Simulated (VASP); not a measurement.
# SrO (Fm-3m) in VASP: settings compared, part 2 of 2

VASP 6.6.1.

## Step 4: Single point, PBE

This run uses another cell than the first one, of 16.90 Å³/atom, 0.971 times its volume.

Input file INCAR:

```
SYSTEM = SrO
PREC = Accurate
ENCUT = 520
EDIFF = 1E-6
ISMEAR = 0
SIGMA = 0.022
LREAL = .False.
LASPH = .True.
NELM = 80
ALGO = Normal
ISIF = 2
LWAVE = .False.
LCHARG = .False.
GGA = PE
NBANDS = 15
```

Input file KPOINTS:

```
regular mesh
0
Gamma
  9 9 9
  0 0 0
```

Input file POSCAR:

```
SrO
1.0
    0.0000000000      2.5663000000      2.5663000000
    2.5663000000      0.0000000000      2.5663000000
    2.5663000000      2.5663000000      0.0000000000
Sr O
1 1
Direct
    0.5000000000      0.5000000000      0.5000000000
    0.0000000000      0.0000000000      0.0000000000
```

Potentials or basis: VASP PAW PBE potentials, release 64 (Sr_sv, O).

Command:

```sh
cat potpaw_PBE.64/Sr_sv/POTCAR potpaw_PBE.64/O/POTCAR > POTCAR
mpirun -np 1 vasp_std > vasp.out
```

OUTCAR:

```text
SYSTEM = SrO
   PREC = Accurate
   ENCUT = 520
   EDIFF = 1E-6
   ISMEAR = 0
   LREAL = .False.
   LASPH = .True.
   NELM = 80
   ISIF = 2
   GGA = PE

 ion  position               nearest neighbor table
   1  0.500  0.500  0.500-   2 2.57   2 2.57   2 2.57   2 2.57   2 2.57   2 2.57
   2  0.000  0.000  0.000-   1 2.57   1 2.57   1 2.57   1 2.57   1 2.57   1 2.57

  LATTYP: Found a face centered cubic cell.
 ALAT       =     5.1326000000

  Lattice vectors:

 A1 = (   0.0000000000,   2.5663000000,   2.5663000000)
 A2 = (   2.5663000000,   0.0000000000,   2.5663000000)
 A3 = (   2.5663000000,   2.5663000000,   0.0000000000)

Analysis of symmetry for initial positions (statically):
=====================================================================
 Subroutine PRICEL returns:
 Original cell was already a primitive cell.

 Routine SETGRP: Setting up the symmetry group for a
 face centered cubic supercell.

 Subroutine GETGRP returns: Found 48 space group operations
[... 9 lines left out ...]

 Routine SETGRP: Setting up the symmetry group for a
 face centered cubic supercell.

 Subroutine GETGRP returns: Found 48 space group operations
[... 11 lines left out ...]
                                     Primitive cell

  volume of cell :      33.8028

  direct lattice vectors                    reciprocal lattice vectors
     0.000000000  2.566300000  2.566300000    -0.194833028  0.194833028  0.194833028
     2.566300000  0.000000000  2.566300000     0.194833028 -0.194833028  0.194833028
     2.566300000  2.566300000  0.000000000     0.194833028  0.194833028 -0.194833028

  length of vectors
     3.629296265  3.629296265  3.629296265     0.337460704  0.337460704  0.337460704

  position of ions in fractional coordinates (direct lattice)
     0.500000000  0.500000000  0.500000000
     0.000000000  0.000000000  0.000000000

  ion indices of the primitive-cell ions
   primitive index   ion index
                 1           1
                 2           2

----------------------------------------------------------------------------------------
[... 93 lines left out ...]
  Thomas-Fermi vector in A             =   2.408533
   LORBIT       =      0    0 simple, 1 ext, 2 COOP (PROOUT), +10 PAW based schemes
   GGA     = PE    functional components
   LHFCALC =     F    Hartree Fock is set to
   AEXX    =    0.0000 exact exchange contribution
   IVDW    =     0    specifies the selected vdW correction
   LEPSILON=     F    determine dielectric tensor
   LRPA    =     F    only Hartree local field effects (RPA)
 non-spin polarized calculation
 Gauss-broadening in eV      SIGMA  =   0.02
  energy-cutoff  :      520.00
  volume of cell :       33.80
 maximum number of plane-waves:       941
   NGX = 13   NGY = 13   NGZ = 13

 number of electron      15.9999996 magnetization

 Free energy of the ion-electron system (eV)
  ---------------------------------------------------
  ext. energy  EPLUGINS =         0.00000000
  ---------------------------------------------------
  free energy    TOTEN  =       -12.03701882 eV

  energy without entropy =      -12.03701882  energy(sigma->0) =      -12.03701882

 E-fermi :   1.9304     XC(G=0): -10.0524

 val. band max:        1.6892917267   @ k =   0.0000   0.0000   0.0000
 cond. band min:       5.0090644144   @ k =   0.4444   0.4444   0.0000
 fundamental gap:      3.3197726876
 Fermi energy:         1.9304369202

 k-point     1 :       0.0000    0.0000    0.0000
  band No.  band energies     occupation
      1     -30.6804      2.00000
      2     -13.4084      2.00000
      3     -12.3125      2.00000
      4     -12.3125      2.00000
      5     -12.3125      2.00000
      6       1.6893      2.00000
      7       1.6893      2.00000
      8       1.6893      2.00000
      9       5.7119      0.00000
     10       7.9121      0.00000
     11       7.9121      0.00000
     12       7.9121      0.00000
     13      10.0916      0.00000
     14      10.0916      0.00000
[... 401 lines left out ...]
      2     -13.6834      2.00000
      3     -12.9345      2.00000
      4     -12.6737      2.00000
      5     -12.6737      2.00000
      6       1.1557      2.00000
      7       1.5970      2.00000
      8       1.5970      2.00000
      9       5.0091      0.00000
     10       9.4193      0.00000
     11      11.8280      0.00000
     12      12.1120      0.00000
     13      12.6486      0.00000
     14      12.6486      0.00000
     15      15.8627      0.00000

 [... further k-points ...]
[... 5 lines left out ...]
  --------------------------------------------------------------------------------------
  -------------------------------------------------------------------------------------
  Total        0.8281785      0.8281785      0.8281785      0.0000000      0.0000000      0.0000000
  in kB       39.2538498     39.2538498     39.2538498      0.0000000      0.0000000      0.0000000
  external PRESSURE =      39.2538498 kB  Pullay stress =       0.0000000 kB

 VOLUME and BASIS-vectors are now :
 -----------------------------------------------------------------------------
  energy-cutoff  :      520.00
  volume of cell :       33.80
      direct lattice vectors                 reciprocal lattice vectors
     0.000000000  2.566300000  2.566300000    -0.194833028  0.194833028  0.194833028
     2.566300000  0.000000000  2.566300000     0.194833028 -0.194833028  0.194833028
     2.566300000  2.566300000  0.000000000     0.194833028  0.194833028 -0.194833028

 POSITION                                       TOTAL-FORCE (eV/Angst)
 -----------------------------------------------------------------------------------
      2.56630      2.56630      2.56630         0.000000      0.000000     -0.000000
      0.00000      0.00000      0.00000         0.000000      0.000000      0.000000
 -----------------------------------------------------------------------------------
    total drift:                                0.000000      0.000000      0.000000

  FREE ENERGIE OF THE ION-ELECTRON SYSTEM (eV)
  ---------------------------------------------------
  free  energy   TOTEN  =       -12.0370188185 eV

  energy  without entropy=      -12.0370188185  energy(sigma->0) =      -12.03701882
```

stdout:

```text
POSCAR found type information on POSCAR SrO
 POSCAR found :  2 types and       2 ions
 scaLAPACK will be used
 LDA part: xc-table for (Slater+PW92), standard interpolation
 POSCAR, INCAR and KPOINTS ok, starting setup
 FFT: planning ... GRIDC
 FFT: planning ... GRID_SOFT
 FFT: planning ... GRID
 WAVECAR not read
 entering main loop
```

It took 20 s on 1 thread of Intel Xeon Platinum 8488C (Sapphire Rapids), shared host; peak memory 0.16 GiB.

Results:

```yaml
Free_energy: -12.0370 eV
Pressure: 3.9 GPa
Band_gap_on_the_k_mesh: 3.32 eV, indirect (least direct gap 3.41 eV)
```

Levels at points of the mesh, in eV from the valence-band top:
```
           k point  band 5  band 6  band 7  band 8  band 9  band 10  band 11  band 12
(0.00, 0.00, 0.00)  -14.00    0.00    0.00    0.00    4.02     6.22     6.22     6.22
```

## Step 5: Single point, PBE

This run uses another cell than the first one, of 16.90 Å³/atom, 0.971 times its volume.

Input file INCAR:

```
SYSTEM = SrO
PREC     = Accurate       ! precision mode
ENCUT    = 520            ! plane-wave cutoff, eV
EDIFF    = 1E-6           ! SCF threshold, eV
ISMEAR   = 0              ! smearing method
SIGMA    = 0.013000000000000001 ! smearing width, eV
LREAL    = .False.        ! projectors in reciprocal space
LASPH    = .True.         ! aspherical terms in the spheres
NELM     = 100            ! most SCF steps
ALGO     = Normal         ! electronic algorithm
ISIF     = 2              ! what is computed and relaxed
LWAVE    = .False.        ! write WAVECAR
LCHARG   = .False.        ! write CHGCAR
GGA      = PE             ! functional
NBANDS   = 15             ! bands
```

KPOINTS is that of step 4.

POSCAR is that of step 4.

Command:

```sh
cat potpaw_PBE.64/Sr_sv/POTCAR potpaw_PBE.64/O/POTCAR > POTCAR
mpirun -np 1 vasp_std > vasp.out
```

Wall time 18 s (1 thread of Intel Xeon Platinum 8488C (Sapphire Rapids), shared host); peak memory 0.16 GiB.

Results (log left out):

```yaml
Free_energy: -12.0370 eV
Pressure: 3.9 GPa
Band_gap_on_the_k_mesh: 3.32 eV, indirect (least direct gap 3.41 eV)
```

Levels at points of the mesh, in eV from the valence-band top:
| k point | band 4 | band 5 | band 6 | band 7 | band 8 | band 9 | band 10 | band 11 | band 12 | band 13 |
| --- | --- | --- | --- | --- | --- | --- | --- | --- | --- | --- |
| (0.00, 0.00, 0.00) | -14.00 | -14.00 | 0.00 | 0.00 | 0.00 | 4.02 | 6.22 | 6.22 | 6.22 | 8.40 |

## Step 6: The runs side by side

| level | cell | smearing | gap on the mesh (eV) | pressure (GPa) |
| --- | --- | --- | --- | --- |
| revPBE+D4 | a = 3.665 Å, angles 60.0°, 2 atoms | fermi-dirac 0.05 eV | 3.42 | 0.5 |
| PBE+D4 | a = 3.650 Å, angles 60.0°, 2 atoms | fermi-dirac 0.05 eV | 3.33 | 0.5 |
| PBE | a = 3.629 Å, angles 60.0°, 2 atoms | gaussian 0.022 eV | 3.32 | 3.9 |
| PBE | a = 3.629 Å, angles 60.0°, 2 atoms | gaussian 0.013 eV | 3.32 | 3.9 |

Alike in all rows: task single point; potentials or basis VASP PAW PBE potentials, release 64 (Sr_sv, O); no spin polarisation; k mesh 9 × 9 × 9; cutoff (eV) 520.

Caveats: the PAW data sets were made with another functional, which shifts forces and pressure a little (some runs).

Absolute energies hang on the potentials; compare differences alone.
